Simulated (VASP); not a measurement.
Wanted: the native input for a VASP 6.6.1 run.

```yaml
Task: single point
Functional: revPBE
Potentials_or_basis: VASP PAW PBE potentials, release 64 (Y_sv)
Cutoff: 520 eV
k_mesh: 7 × 7 × 10
Occupations: fermi-dirac, width 0.1 eV
Spin: no spin polarisation
Dipole_correction: no
Further_INCAR_settings: ALGO = Normal; EDIFF = 1e-07; NBANDS = 24
```

The structure of Y lies in POSCAR:

```
Y
1.0
    5.8550598301      0.0000000000      0.0000000000
   -2.9275299150      5.0706305535      0.0000000000
    0.0000000000      0.0000000000      3.6565020618
Y
3
Direct
    1.0000000000      0.0000000000      1.0000000000
    0.3333333333      0.6666666667      0.5000000000
    0.6666666667      0.3333333333      0.5000000000
```

This isn't the form of Y at room conditions, which is hcp.

These files were run (other wordings do the same):

INCAR

```
SYSTEM = Y
PREC = Accurate
ENCUT = 520
EDIFF = 1E-7
ISMEAR = -1
SIGMA = 0.1
LREAL = .False.
LASPH = .True.
NELM = 100
ALGO = Normal
ISIF = 2
LWAVE = .False.
LCHARG = .False.
GGA = RE
NBANDS = 24
```

KPOINTS

```
regular mesh
0
Gamma
  7 7 10
  0 0 0
```

Potentials or basis: VASP PAW PBE potentials, release 64 (Y_sv).

Command:

```bash
$ cat potpaw_PBE.64/Y_sv/POTCAR > POTCAR
$ mpirun -np 1 vasp_std > vasp.out
```

It gave:

```yaml
Pressure: -2.6 GPa
Band_gap_on_the_k_mesh: zero (an odd number of electrons rules out a gap without spin polarisation)
```

Caveat: the PAW data sets were made with another functional, which shifts forces and pressure a little.

It took 3.1 min on 1 thread of Oxide Virtual Turin-like Processor, on a shared host, peak memory 0.26 GiB.
